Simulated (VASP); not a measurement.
## Ba: single point with LDA

Crystal: Ba.

```
Ba
1.0
     4.12556    0.00000    0.00000
    -2.06278    3.57284    0.00000
     0.00000    0.00000   13.43269
Ba
4
Cartesian
  2.0628 3.5728 0.0000
  4.1256 0.0000 6.7163
  0.0000 2.3819 3.3582
  2.0628 1.1909 10.0745
```

This isn't the form of Ba at room conditions, which is bcc.

| Quantity | Value |
| --- | --- |
| Program | VASP 6.6.1 |
| Task | single point |
| Functional | LDA |
| Potentials or basis | VASP PAW LDA potentials, release 64 (Ba_sv) |
| Cutoff | 520 eV |
| k mesh | 10 × 10 × 3 |
| Occupations | fermi-dirac, width 0.1 eV |
| Spin | no spin polarisation |

- Pressure: 1.0 GPa
- Band gap on the k mesh: zero (bands 20 and 21 overlap by 0.42 eV)

Levels at points of the mesh, in eV from the Fermi level:
```tsv
k point	band 16	band 17	band 18	band 19	band 20	band 21	band 22	band 23	band 24	band 25
(0.00, 0.00, 0.00)	-13.21	-2.82	-1.64	-1.62	-1.09	1.20	1.24	1.81	1.81	1.88
(0.50, 0.00, 0.00)	-13.34	-1.10	-1.09	-0.71	-0.39	0.07	0.22	0.39	1.08	1.38
```

Wall time 2.1 min on 1 thread of Oxide Virtual Turin-like Processor, on a shared host, peak memory 0.27 GiB.

Caveat: spin-orbit coupling is left out, which moves the levels of the heavy elements.
